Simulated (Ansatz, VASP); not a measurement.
# Ge: VASP beside Ansatz

Contents of POSCAR:

```
Ge
1.0
    1.4181062350     -2.6395237400      0.0000000000
    1.4181062350      2.6395237400      0.0000000000
    0.0000000000      0.0000000000      2.7387044650
Ge
1
Direct
    0.5000000000      0.5000000000      0.0000000000
```

INCAR.step1

```
SYSTEM = Ge
PREC = Accurate
ENCUT = 520
ISMEAR = 0
SIGMA = 0.15
LREAL = .False.
LASPH = .True.
NELM = 100
NBANDS = 13
GGA = PE
ALGO = Normal
EDIFF = 1E-4
LWAVE = .True.
LCHARG = .False.
```

The input INCAR.step2:

```
SYSTEM = Ge
PREC = Accurate
ENCUT = 520
EDIFF = 1E-6
ISMEAR = 0
SIGMA = 0.15
LREAL = .False.
LASPH = .True.
NELM = 100
ALGO = Normal
ISIF = 2
LWAVE = .False.
LCHARG = .True.
METAGGA = R2SCAN
LMIXTAU = .True.
LELF = .True.
LVHAR = .True.
NBANDS = 13
ISTART = 1
```

Contents of KPOINTS:

```
regular mesh
0
Gamma
  20 20 18
  0 0 0
```

Input for Ansatz:

```yaml
crystal:
  lattice:
    - [1.418106235, -2.63952374, 0.0]
    - [1.418106235, 2.63952374, 0.0]
    - [0.0, 0.0, 2.738704465]
  atoms:
    - { symbol: Ge, position: [0.5, 0.5, 0.0] }
basis:
  ecutwfc: 500
kpoints:
  mp_grid: { grid: [20, 20, 18] }
hamiltonian:
  xc: r2scan
scf:
  occupations: { method: gaussian, width: 0.15 }
output:
  forces: true
  stress: true
  eigenvalues: true
```

Change from the starting cell: strain +0.015 along x and y, +0.015 along z, atoms carried along.

Alike in both runs: task single point; functional r2SCAN; k mesh 20 × 20 × 18; occupations gaussian, width 0.15 eV; no spin polarisation.

|  | VASP | Ansatz |
| --- | --- | --- |
| version | VASP 6.6.1 | Ansatz 0.2.0 |
| potentials or method | VASP PAW PBE potentials, release 64 (Ge_d), cutoff 520 eV | scalar-relativistic, plane waves, PAW |
| valence electrons in the cell | 14 | 14 |

```tsv
	VASP	Ansatz	Ansatz less VASP
gap on the k mesh at the Fermi level (eV)	none	none	-
pressure (GPa)	-5.7	-5.6	+0.16
traceless stress, the component that is largest in VASP (GPa)	0.59	0.59	-0.003
```

VASP's potentials were made for PBE, not for r2SCAN. A gap of «none» marks a metal or a gap that the smearing closes. The functional is the same, so the differences come from potentials, cutoffs and numerics.
